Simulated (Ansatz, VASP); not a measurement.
## CsSrF3: VASP beside Ansatz

Contents of INCAR:

```
SYSTEM = CsSrF3
PREC = Accurate ; ENCUT = 520
EDIFF = 1E-6 ; ISMEAR = 0
SIGMA = 0.05 ; LREAL = .False.
LASPH = .True. ; NELM = 100
ALGO = Normal ; ISIF = 2
LWAVE = .False. ; LCHARG = .False.
NBANDS = 28
```

KPOINTS

```
regular mesh
0
Gamma
  6 6 6
  0 0 0
```

Contents of POSCAR:

```
CsSrF3
1.0
    4.6203495997      0.0000000000      0.0000000000
    0.0000000000      4.6203495997      0.0000000000
    0.0000000000      0.0000000000      4.8346957152
Cs Sr F
1 1 3
Direct
    0.0000000000      0.0000000000      0.0000000000
    0.5000000000      0.5000000000      0.5000000000
    0.0000000000      0.5000000000      0.5000000000
    0.5000000000      0.0000000000      0.5000000000
    0.5000000000      0.5000000000      0.0000000000
```

Input for Ansatz:

```yaml
crystal:
  lattice:
    - [4.6203495997, 0.0, 0.0]
    - [0.0, 4.6203495997, 0.0]
    - [0.0, 0.0, 4.8346957152]
  atoms:
    - { symbol: Cs, position: [0.0, 0.0, 0.0] }
    - { symbol: Sr, position: [0.5, 0.5, 0.5] }
    - { symbol: F, position: [0.0, 0.5, 0.5] }
    - { symbol: F, position: [0.5, 0.0, 0.5] }
    - { symbol: F, position: [0.5, 0.5, 0.0] }
basis:
  ecutwfc: 420
kpoints:
  mp_grid: { grid: [6, 6, 6] }
hamiltonian:
  xc: lda
scf:
  occupations: { method: gaussian, width: 0.05 }
output:
  forces: true
  stress: true
  eigenvalues: true
```

Change from the starting cell: strain -0.030 along x and y, +0.015 along z, atoms carried along.

Alike in both runs: task single point; functional LDA; k mesh 6 × 6 × 6; occupations gaussian, width 0.05 eV; no spin polarisation.

|  | VASP | Ansatz |
| --- | --- | --- |
| version | VASP 6.6.1 | Ansatz 0.2.0 |
| potentials or method | VASP PAW LDA potentials, release 64 (Cs_sv, Sr_sv, F), cutoff 520 eV | scalar-relativistic, plane waves, PAW |
| valence electrons in the cell | 40 | 40 |

VASP gave:

```
gap on the k mesh at the Fermi level (eV)                     : 6.14
least direct gap on the mesh (eV)                             : 6.14
pressure (GPa)                                                : -0.8
traceless stress, the component that is largest in VASP (GPa) : -2.59
```

What did Ansatz give for the same quantities?

gap on the k mesh at the Fermi level (eV): 6.17; least direct gap on the mesh (eV): 6.17; pressure (GPa): -1.2; traceless stress, the component that is largest in VASP (GPa): -2.45.

LDA's correlation is that of Perdew and Zunger in VASP and of Perdew and Wang (1992) in Ansatz.

Neither program's run includes spin-orbit coupling.
